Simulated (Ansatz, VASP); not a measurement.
**RbPt3: VASP beside Ansatz**

```
Rb Pt
1.0
     4.25018    0.00000    0.00000
     0.00000    4.25018    0.00000
     0.00000    0.00000    4.25018
Rb Pt
1 3
Cartesian
  0.0000 0.0000 0.0000
  0.0000 2.1251 2.1251
  2.1251 0.0000 2.1251
  2.1251 2.1251 0.0000
```

Alike in both runs: functional PBE; k mesh 12 × 12 × 12; occupations gaussian, width 0.1 eV; no spin polarisation.

Ansatz relaxed the structure, and its values are those at the end. VASP's run is a single point on that final structure, the one shown.

```csv
,VASP,Ansatz
version,VASP 6.6.1,Ansatz 0.2.0
potentials or method,"VASP PAW PBE potentials, release 64 (Rb_sv, Pt), cutoff 520 eV","scalar-relativistic, plane waves, PAW"
valence electrons in the cell,39,63
```

VASP gave:

| Property | Result |
| --- | --- |
| gap on the k mesh at the Fermi level (eV) | none |
| pressure (GPa) | 0.2 |

Q: Estimate Ansatz's values.

A: gap on the k mesh at the Fermi level (eV): none; pressure (GPa): 0.0.

A gap of «none» marks a metal or a gap that the smearing closes. The functional is the same, so the differences come from potentials, cutoffs and numerics. VASP's potentials hold 39 valence electrons a cell and Ansatz's 63, so a difference there can come from the potentials and not from the codes.

Neither program's run includes spin-orbit coupling.
